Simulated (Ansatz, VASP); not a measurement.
# MoSe in VASP and in Ansatz

```xyz
2
Lattice="0.0000 2.8401 2.8401 2.8401 0.0000 2.8401 2.8401 2.8401 0.0000" Properties=species:S:1:pos:R:3 pbc="T T T"
Mo    0.0000    0.0000    0.0000
Se    1.4200    1.4200    1.4200
```

Alike in both runs: task relaxation of cell and atoms; functional PBE; k mesh 12 × 12 × 12; occupations gaussian, width 0.1 eV; collinear spin.

|  | VASP | Ansatz |
| --- | --- | --- |
| version | VASP 6.6.1 | Ansatz 0.2.0 |
| potentials or method | VASP PAW PBE potentials, release 64 (Mo_sv, Se), cutoff 600 eV | scalar-relativistic, plane waves, PAW |
| valence electrons in the cell | 20 | 30 |

```csv
,VASP,Ansatz,Ansatz less VASP
"gap on the k mesh at the Fermi level, each at its own relaxed structure (eV)",none,none,-
net moment per atom (μB),0.58,0.58,0.000
size of the moment on the site where the two differ most (μB),1.03,0.82,-0.213
relaxed volume (Å³/atom),22.91,22.89,-0.019
relaxed length of the cell vector where the two differ most in proportion (Å),4.016,4.015,-0.0011
```

Site moments also hang on the region over which each program counts them. A gap of «none» marks a metal or a gap that the smearing closes. VASP's potentials hold 20 valence electrons a cell and Ansatz's 30, so a difference there can come from the potentials and not from the codes.

Noted on VASP's run: the relaxation stopped at its first step, so nothing moved.
